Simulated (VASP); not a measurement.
# HgS6 (Pm-3m) in VASP: a series of runs

The runs below take HgS6 through single point, relaxation of cell and atoms, with PBE.

Program: VASP 6.6.1. These are calculated values, not measurements. Logs are shortened: lines on timing, memory, paths and dates and some standing lists are left out, and cuts for length are marked.

### 1 The cell of the first run

The structure is cubic, space group Pm-3m (No. 221). Conventional cell: a = 6.291 Å, b = 6.291 Å, c = 6.291 Å, α = 90.00°, β = 90.00°, γ = 90.00°. S (site symmetry 4mm) has 1 S at 1.93 Å within 2.6 Å.

### 2 Single point, PBE

Input file INCAR:

```
SYSTEM = HgS6
  PREC = Accurate
  ENCUT = 520
  EDIFF = 1E-6
  ISMEAR = 0
  SIGMA = 0.1
  LREAL = .False.
  LASPH = .True.
  NELM = 100
  ALGO = Normal
  ISIF = 2
  LWAVE = .False.
  LCHARG = .True.
  GGA = PE
  LELF = .True.
  LVHAR = .True.
  NBANDS = 33
```

Input file KPOINTS:

```
regular mesh
0
Gamma
  4 4 4
  0 0 0
```

Input file POSCAR:

```
HgS6
1.0
    6.2911249610      0.0000000000      0.0000000000
    0.0000000000      6.2911249610      0.0000000000
    0.0000000000      0.0000000000      6.2911249610
Hg S
1 6
Direct
    0.0000000000      0.0000000000      0.0000000000
    0.8469474942      0.5000000000      0.5000000000
    0.1530525058      0.5000000000      0.5000000000
    0.5000000000      0.5000000000      0.8469474942
    0.5000000000      0.5000000000      0.1530525058
    0.5000000000      0.1530525058      0.5000000000
    0.5000000000      0.8469474942      0.5000000000
```

Potentials or basis: VASP PAW PBE potentials, release 64 (Hg, S).

On the command line:

```bash
cat potpaw_PBE.64/Hg/POTCAR potpaw_PBE.64/S/POTCAR > POTCAR
mpirun -np 1 vasp_std > vasp.out
```

OUTCAR:

```text
SYSTEM = HgS6
   PREC = Accurate
   ENCUT = 520
   EDIFF = 1E-6
   ISMEAR = 0
   LREAL = .False.
   LASPH = .True.
   NELM = 100
   ISIF = 2
   GGA = PE

 ion  position               nearest neighbor table
   1  0.000  0.000  0.000-
   2  0.847  0.500  0.500-   3 1.93
   3  0.153  0.500  0.500-   2 1.93
   4  0.500  0.500  0.847-   5 1.93
   5  0.500  0.500  0.153-   4 1.93
   6  0.500  0.153  0.500-   7 1.93
   7  0.500  0.847  0.500-   6 1.93

  LATTYP: Found a simple cubic cell.
 ALAT       =     6.2911249610

  Lattice vectors:

 A1 = (   6.2911249610,   0.0000000000,   0.0000000000)
 A2 = (   0.0000000000,   6.2911249610,   0.0000000000)
 A3 = (   0.0000000000,   0.0000000000,   6.2911249610)

Analysis of symmetry for initial positions (statically):
=====================================================================
 Subroutine PRICEL returns:
 Original cell was already a primitive cell.

 Routine SETGRP: Setting up the symmetry group for a
 simple cubic supercell.

 Subroutine GETGRP returns: Found 48 space group operations
 (whereof 48 operations were pure point group operations)
 out of a pool of 48 trial point group operations.

The static configuration has the point symmetry O_h .

Analysis of symmetry for dynamics (positions and initial velocities):
=====================================================================
 Subroutine PRICEL returns:
 Original cell was already a primitive cell.

 Routine SETGRP: Setting up the symmetry group for a
 simple cubic supercell.

 Subroutine GETGRP returns: Found 48 space group operations
 (whereof 48 operations were pure point group operations)
 out of a pool of 48 trial point group operations.

The dynamic configuration has the point symmetry O_h .

 Subroutine INISYM returns: Found 48 space group operations
 (whereof 48 operations are pure point group operations),
 and found     1 'primitive' translations

----------------------------------------------------------------------------------------

                                     Primitive cell

  volume of cell :     248.9917

  direct lattice vectors                    reciprocal lattice vectors
     6.291124961  0.000000000  0.000000000     0.158954083  0.000000000  0.000000000
     0.000000000  6.291124961  0.000000000     0.000000000  0.158954083  0.000000000
     0.000000000  0.000000000  6.291124961     0.000000000  0.000000000  0.158954083

  length of vectors
     6.291124961  6.291124961  6.291124961     0.158954083  0.158954083  0.158954083

  position of ions in fractional coordinates (direct lattice)
     0.000000000  0.000000000  0.000000000
     0.846947494  0.500000000  0.500000000
     0.153052506  0.500000000  0.500000000
     0.500000000  0.500000000  0.846947494
     0.500000000  0.500000000  0.153052506
     0.500000000  0.153052506  0.500000000
     0.500000000  0.846947494  0.500000000

  ion indices of the primitive-cell ions
   primitive index   ion index
                 1           1
                 2           2
                 3           3
                 4           4
                 5           5
                 6           6
                 7           7

----------------------------------------------------------------------------------------

 KPOINTS: regular mesh

Automatic generation of k-mesh.
 Grid dimensions read from file:
 generate k-points for:    4    4    4

 Generating k-lattice:

  Cartesian coordinates                     Fractional coordinates (reciprocal lattice)
     0.039738521  0.000000000  0.000000000     0.250000000  0.000000000  0.000000000
     0.000000000  0.039738521  0.000000000     0.000000000  0.250000000  0.000000000
     0.000000000  0.000000000  0.039738521     0.000000000  0.000000000  0.250000000

  Length of vectors
     0.039738521  0.039738521  0.039738521

  Shift w.r.t. Gamma in fractional coordinates (k-lattice)
     0.000000000  0.000000000  0.000000000

 Subroutine IBZKPT returns following result:
 ===========================================

 Found     10 irreducible k-points:

[... 46 lines left out ...]

 val. band max:        0.1232917765   @ k =   0.5000   0.2500   0.2500
 cond. band min:       0.1952452197   @ k =   0.5000   0.5000   0.5000
 fundamental gap:      0.0719534432
 Fermi energy:         0.1876962325

 k-point     1 :       0.0000    0.0000    0.0000
  band No.  band energies     occupation
      1     -15.7458      2.00000
      2     -15.1703      2.00000
      3     -15.1703      2.00000
      4     -10.3096      2.00000
      5     -10.3096      2.00000
      6     -10.3096      2.00000
[... 25 lines left out ...]
     32       5.3190      0.00000
     33       5.3190      0.00000

 k-point     2 :       0.2500    0.0000    0.0000
  band No.  band energies     occupation
      1     -15.6825      2.00000
      2     -15.2447      2.00000
      3     -15.1701      2.00000
      4     -10.3717      2.00000
      5     -10.3056      2.00000
      6     -10.3056      2.00000
[... 25 lines left out ...]
     32       5.1307      0.00000
     33       5.1307      0.00000

 k-point     3 :       0.5000    0.0000    0.0000
  band No.  band energies     occupation
      1     -15.5840      2.00000
      2     -15.3543      2.00000
      3     -15.1699      2.00000
      4     -10.4278      2.00000
      5     -10.3015      2.00000
      6     -10.3015      2.00000
[... 25 lines left out ...]
     32       4.9472      0.00000
     33       4.9472      0.00000

 k-point     4 :       0.2500    0.2500    0.0000
  band No.  band energies     occupation
      1     -15.6219      2.00000
      2     -15.2655      2.00000
      3     -15.2140      2.00000
      4     -10.7633      2.00000
      5     -10.3015      2.00000
      6      -9.8925      2.00000
[... 169 lines left out ...]
     32       5.3490      0.00000
     33       5.8980      0.00000

 k-point     9 :       0.5000    0.5000    0.2500
  band No.  band energies     occupation
      1     -15.3749      2.00000
      2     -15.3529      2.00000
      3     -15.3529      2.00000
      4     -11.5275      2.00000
      5      -9.7820      2.00000
      6      -9.3994      2.00000
[... 25 lines left out ...]
     32       5.5444      0.00000
     33       6.3600      0.00000

 k-point    10 :       0.5000    0.5000    0.5000
  band No.  band energies     occupation
      1     -15.3525      2.00000
      2     -15.3525      2.00000
      3     -15.3525      2.00000
      4     -11.7681      2.00000
      5      -9.3989      2.00000
      6      -9.3989      2.00000
[... 25 lines left out ...]
     32       6.3613      0.00000
     33       6.4539      0.00000

------------------------ aborting loop because EDIFF is reached ----------------------------------------

  FORCE on cell =-STRESS in cart. coord.  units (eV):
  Direction    XX          YY          ZZ          XY          YZ          ZX
  --------------------------------------------------------------------------------------
  -------------------------------------------------------------------------------------
  Total       -0.2949801     -0.2949801     -0.2949801      0.0000000      0.0000000     -0.0000000
  in kB       -1.8980967     -1.8980967     -1.8980967      0.0000000      0.0000000     -0.0000000
  external PRESSURE =      -1.8980967 kB  Pullay stress =       0.0000000 kB

 VOLUME and BASIS-vectors are now :
 -----------------------------------------------------------------------------
  energy-cutoff  :      520.00
  volume of cell :      248.99
      direct lattice vectors                 reciprocal lattice vectors
     6.291124961  0.000000000  0.000000000     0.158954083  0.000000000  0.000000000
     0.000000000  6.291124961  0.000000000     0.000000000  0.158954083  0.000000000
     0.000000000  0.000000000  6.291124961     0.000000000  0.000000000  0.158954083

 POSITION                                       TOTAL-FORCE (eV/Angst)
 -----------------------------------------------------------------------------------
      0.00000      0.00000      0.00000        -0.000000      0.000000      0.000000
      5.32825      3.14556      3.14556         0.241134      0.000000      0.000000
      0.96287      3.14556      3.14556        -0.241134     -0.000000     -0.000000
      3.14556      3.14556      5.32825        -0.000000     -0.000000      0.241134
      3.14556      3.14556      0.96287        -0.000000      0.000000     -0.241134
      3.14556      0.96287      3.14556        -0.000000     -0.241134      0.000000
      3.14556      5.32825      3.14556        -0.000000      0.241134     -0.000000
 -----------------------------------------------------------------------------------
    total drift:                                0.000000      0.000000     -0.000000

  FREE ENERGIE OF THE ION-ELECTRON SYSTEM (eV)
  ---------------------------------------------------
  free  energy   TOTEN  =       -21.9457223639 eV

  energy  without entropy=      -21.8676827708  energy(sigma->0) =      -21.90670257
```

It took 26 s on 1 thread of Intel Xeon 6975P-C (Granite Rapids), shared host; peak memory 0.34 GiB.

Results:

```yaml
Free_energy: -21.9457 eV
Pressure: -0.2 GPa
Largest_force: 0.241 eV/Å
Band_gap_on_the_k_mesh: zero (band 24 reaches 0.22 eV, above the bottom of band 25 at 0.20 eV)
```

Forces in eV/Å, atoms in the order of the input:
```
Hg   0.000  0.000  0.000
S    0.241  0.000  0.000
S   -0.241  0.000  0.000
S    0.000  0.000  0.241
S    0.000  0.000 -0.241
S    0.000 -0.241  0.000
S    0.000  0.241  0.000
```

Caveat: spin-orbit coupling is left out, which moves the levels of the heavy elements.

### 3 Relaxation of cell and atoms, PBE

This run uses another cell than the first one, of 23.53 Å³/atom, 0.661 times its volume.

Input file INCAR:

```
SYSTEM = HgS6
ALGO = Normal
EDIFF = 1E-6
EDIFFG = -0.04
ENCUT = 600
GGA = PE
IBRION = 2
ISIF = 3
ISMEAR = 0
LASPH = .TRUE.
LCHARG = .FALSE.
LREAL = .FALSE.
LWAVE = .FALSE.
NELM = 80
NSW = 90
PREC = Accurate
SIGMA = 0.1
```

Input file KPOINTS:

```
k-points
0
G
  4 4 4
  0 0 0
```

Input file POSCAR:

```
HgS6
1.0
    5.4814218500      0.0000000000      0.0000000000
    0.0000000000      5.4814218500      0.0000000000
    0.0000000000      0.0000000000      5.4814218500
Hg S
1 6
Direct
    0.0000000000      0.0000000000      0.0000000000
    0.8011341100      0.5000000000      0.5000000000
    0.1988658900      0.5000000000      0.5000000000
    0.5000000000      0.5000000000      0.8011341100
    0.5000000000      0.5000000000      0.1988658900
    0.5000000000      0.1988658900      0.5000000000
    0.5000000000      0.8011341100      0.5000000000
```

Potentials or basis: VASP PAW PBE potentials, release 64 (Hg, S).

On the command line:

```bash
cat potpaw_PBE.64/Hg/POTCAR potpaw_PBE.64/S/POTCAR > POTCAR
mpirun -np 1 vasp_std > vasp.out
```

Wall time 3.1 min (1 thread of Intel Xeon 6975P-C (Granite Rapids), shared host); peak memory 0.35 GiB.

Results (log left out):

- Free energy: -21.9317 eV
- Relaxed volume: 35.89 Å³/atom
- Relaxed cell: a = 6.310 Å, b = 6.310 Å, c = 6.310 Å, α = 90.00°, β = 90.00°, γ = 90.00°
- Space group after relaxing (to 0.05 Å): Pm-3m (No. 221)
- Energy gained by relaxing: 693.7 meV/atom
- Ionic steps: 11
- Pressure after relaxing: 0.0 GPa
- Largest force after relaxing: 0.006 eV/Å
- Band gap on the k mesh: zero (band 24 reaches 0.18 eV, above the bottom of band 25 at 0.16 eV)

Forces in eV/Å, atoms in the order of the input:
```
Hg   0.000  0.000  0.000
S   -0.006  0.000  0.000
S    0.006  0.000  0.000
S    0.000  0.000 -0.006
S    0.000  0.000  0.006
S    0.000  0.006  0.000
S    0.000 -0.006  0.000
```

Step by step:
| step | energy change (eV) | largest force (eV/Å) | pressure (GPa) | volume (Å³) |
| --- | --- | --- | --- | --- |
| 1 | 0.0000 | 4.1893 | 15.10 | 164.69 |
| 2 | -4.6304 | 0.9925 | 0.49 | 223.41 |
| 3 | -4.8012 | 0.3411 | 0.53 | 234.23 |
| 4 | -4.6943 | 1.7962 | 1.82 | 256.92 |
| 5 | -4.8366 | 0.3297 | 0.87 | 241.95 |
| 6 | -4.8339 | 0.4820 | 0.96 | 243.70 |
| 7 | -4.7888 | 0.9318 | -1.26 | 253.50 |
| 8 | -4.8533 | 0.0693 | 0.11 | 247.03 |
| 9 | -4.8533 | 0.0588 | 0.13 | 246.96 |
| 10 | -4.8547 | 0.0402 | 0.09 | 248.20 |
| 11 | -4.8562 | 0.0064 | 0.01 | 251.24 |

Final structure:
```
CELL_PARAMETERS angstrom
6.30997 0.00000 0.00000
0.00000 6.30997 0.00000
0.00000 0.00000 6.30997
ATOMIC_POSITIONS crystal
Hg 0.00000 0.00000 0.00000
S 0.84826 0.50000 0.50000
S 0.15174 0.50000 0.50000
S 0.50000 0.50000 0.84826
S 0.50000 0.50000 0.15174
S 0.50000 0.15174 0.50000
S 0.50000 0.84826 0.50000
```

Levels at points of the mesh, in eV from the Fermi level:
| k point | band 22 | band 23 | band 24 | band 25 | band 26 | band 27 |
| --- | --- | --- | --- | --- | --- | --- |
| (0.00, 0.00, 0.00) | -1.74 | -1.74 | -1.70 | 1.51 | 1.51 | 1.51 |
| (0.50, 0.00, 0.00) | -1.42 | -0.23 | -0.23 | 0.02 | 0.02 | 1.52 |
| (0.50, 0.50, 0.00) | -0.64 | 0.03 | 0.03 | 0.07 | 0.07 | 0.21 |
| (0.50, 0.50, 0.50) | 0.00 | 0.00 | 0.00 | 0.17 | 0.17 | 0.17 |

Caveat: the volume moved by over 15 % at a fixed basis, so the end points are rough; spin-orbit coupling is left out, which moves the levels of the heavy elements.

### 4 Single point, PBE

Input file INCAR:

```
SYSTEM = HgS6
  PREC = Accurate
  ENCUT = 500
  EDIFF = 1E-6
  ISMEAR = 0
  SIGMA = 0.1
  LREAL = .False.
  LASPH = .True.
  NELM = 120
  ALGO = Normal
  ISIF = 2
  LWAVE = .False.
  LCHARG = .True.
  GGA = PE
  LELF = .True.
  LVHAR = .True.
  NBANDS = 37
  GGA_COMPAT = .False.
```

Input file KPOINTS:

```
regular mesh
0
Gamma
  4 4 4
  0 0 0
```

Input file POSCAR:

```
HgS6
1.0
    6.2911249610      0.0000000000      0.0000000000
    0.0000000000      6.2911249610      0.0000000000
    0.0000000000      0.0000000000      6.2911249610
Hg S
1 6
Direct
    0.0000000000      0.0000000000      0.0000000000
    0.8469474942      0.5000000000      0.5000000000
    0.1530525058      0.5000000000      0.5000000000
    0.5000000000      0.5000000000      0.8469474942
    0.5000000000      0.5000000000      0.1530525058
    0.5000000000      0.1530525058      0.5000000000
    0.5000000000      0.8469474942      0.5000000000
```

Potentials or basis: VASP PAW PBE potentials, release 64 (Hg_sv_GW, S).

On the command line:

```bash
cat potpaw_PBE.64/Hg_sv_GW/POTCAR potpaw_PBE.64/S/POTCAR > POTCAR
mpirun -np 1 vasp_std > vasp.out
```

It took 70 s on 1 thread of Intel Xeon Platinum 8375C at 2.90GHz (Ice Lake), shared host; peak memory 0.36 GiB.

It converged, with:

```yaml
Free_energy: -21.9501 eV
Pressure: -0.3 GPa
Largest_force: 0.242 eV/Å
Band_gap_on_the_k_mesh: zero (band 28 reaches 0.53 eV, above the bottom of band 29 at 0.51 eV)
```

Forces on the atoms (eV/Å):
```
Hg   0.000  0.000  0.000
S    0.242  0.000  0.000
S   -0.242  0.000  0.000
S    0.000  0.000  0.242
S    0.000  0.000 -0.242
S    0.000 -0.242  0.000
S    0.000  0.242  0.000
```

Levels at points of the mesh, in eV from the Fermi level:
| k point | band 24 | band 25 | band 26 | band 27 | band 28 | band 29 | band 30 | band 31 | band 32 | band 33 |
| --- | --- | --- | --- | --- | --- | --- | --- | --- | --- | --- |
| (0.00, 0.00, 0.00) | -3.42 | -1.80 | -1.80 | -1.80 | -1.69 | 1.54 | 1.54 | 1.54 | 3.89 | 3.89 |
| (0.50, 0.00, 0.00) | -3.19 | -1.79 | -1.40 | -0.25 | -0.25 | 0.03 | 0.03 | 1.54 | 2.94 | 4.28 |
| (0.50, 0.50, 0.00) | -2.79 | -1.42 | -0.67 | 0.03 | 0.03 | 0.07 | 0.07 | 0.19 | 2.51 | 4.02 |
| (0.50, 0.50, 0.50) | -2.79 | -1.55 | 0.01 | 0.01 | 0.01 | 0.16 | 0.16 | 0.16 | 1.16 | 4.53 |

Caveat: spin-orbit coupling is left out, which moves the levels of the heavy elements.

### 5 Single point, PBE

This run uses another cell than the first one, of 35.46 Å³/atom, 0.997 times its volume.

Input file INCAR:

```
SYSTEM = HgS6
PREC = Accurate
ENCUT = 500
EDIFF = 1E-6
ISMEAR = 0
SIGMA = 0.1
LREAL = .False.
LASPH = .True.
NELM = 120
ALGO = Normal
ISIF = 2
LWAVE = .False.
LCHARG = .False.
GGA = PE
NBANDS = 37
GGA_COMPAT = .False.
```

Input file KPOINTS:

```
regular mesh
0
Gamma
  6 6 6
  0 0 0
```

Input file POSCAR:

```
HgS6
1.0
    6.2848003437      0.0000000000      0.0000000000
    0.0000000000      6.2848003437      0.0000000000
    0.0000000000      0.0000000000      6.2848003437
Hg S
1 6
Direct
    0.0000000000      0.0000000000      0.0000000000
    0.8469168825      0.5000000000      0.5000000000
    0.1530831175      0.5000000000      0.5000000000
    0.5000000000      0.5000000000      0.8469168825
    0.5000000000      0.5000000000      0.1530831175
    0.5000000000      0.1530831175      0.5000000000
    0.5000000000      0.8469168825      0.5000000000
```

On the command line:

```bash
cat potpaw_PBE.64/Hg_sv_GW/POTCAR potpaw_PBE.64/S/POTCAR > POTCAR
mpirun -np 1 vasp_std > vasp.out
```

It took 1.7 min on 1 thread of Intel Xeon 6975P-C (Granite Rapids), shared host; peak memory 0.42 GiB.

Results (log left out):

| Property | Result |
| --- | --- |
| Free energy | -22.0701 eV |
| Pressure | -0.5 GPa |
| Largest force | 0.230 eV/Å |
| Band gap on the k mesh | zero (band 28 reaches 0.55 eV, above the bottom of band 29 at 0.53 eV) |

Forces on the atoms (eV/Å):
```
Hg   0.000  0.000  0.000
S    0.230  0.000  0.000
S   -0.230  0.000  0.000
S    0.000  0.000  0.230
S    0.000  0.000 -0.230
S    0.000 -0.230  0.000
S    0.000  0.230  0.000
```

Levels at points of the mesh, in eV from the Fermi level:
```tsv
k point	band 25	band 26	band 27	band 28	band 29	band 30	band 31	band 32
(0.00, 0.00, 0.00)	-1.81	-1.81	-1.81	-1.69	1.54	1.54	1.54	3.89
(0.50, 0.00, 0.00)	-1.81	-1.41	-0.25	-0.25	0.02	0.02	1.54	2.93
(0.50, 0.50, 0.00)	-1.43	-0.67	0.03	0.03	0.07	0.07	0.19	2.50
(0.50, 0.50, 0.50)	-1.56	0.01	0.01	0.01	0.15	0.15	0.15	1.16
```

Caveat: spin-orbit coupling is left out, which moves the levels of the heavy elements.

### 6 The runs side by side

| task | potentials or basis | cell | k mesh | cutoff (eV) | second run | gap on the mesh (eV) | pressure (GPa) | largest force (eV/Å) |
| --- | --- | --- | --- | --- | --- | --- | --- | --- |
| single point | VASP PAW PBE potentials, release 64 (Hg, S) | a = 6.291 Å, 7 atoms | 4 × 4 × 4 | 520 | - | none | -0.2 | 0.24 |
| relaxation of cell and atoms | VASP PAW PBE potentials, release 64 (Hg, S) | relaxed from a = 5.481 Å, 7 atoms | 4 × 4 × 4 | 600 | - | none | 0.0 | 0.01 |
| single point | VASP PAW PBE potentials, release 64 (Hg_sv_GW, S) | a = 6.291 Å, 7 atoms | 4 × 4 × 4 | 500 | valence_matched | none | -0.3 | 0.24 |
| single point | VASP PAW PBE potentials, release 64 (Hg_sv_GW, S) | a = 6.285 Å, 7 atoms | 6 × 6 × 6 | 500 | valence_matched | none | -0.5 | 0.23 |

Alike in all rows: level PBE; no spin polarisation; smearing gaussian 0.1 eV.

Caveats: spin-orbit coupling is left out, which moves the levels of the heavy elements; the volume moved by over 15 % at a fixed basis, so the end points are rough (some runs).

Total energies depend on the potentials used, so only differences within one code and one set of settings carry meaning.
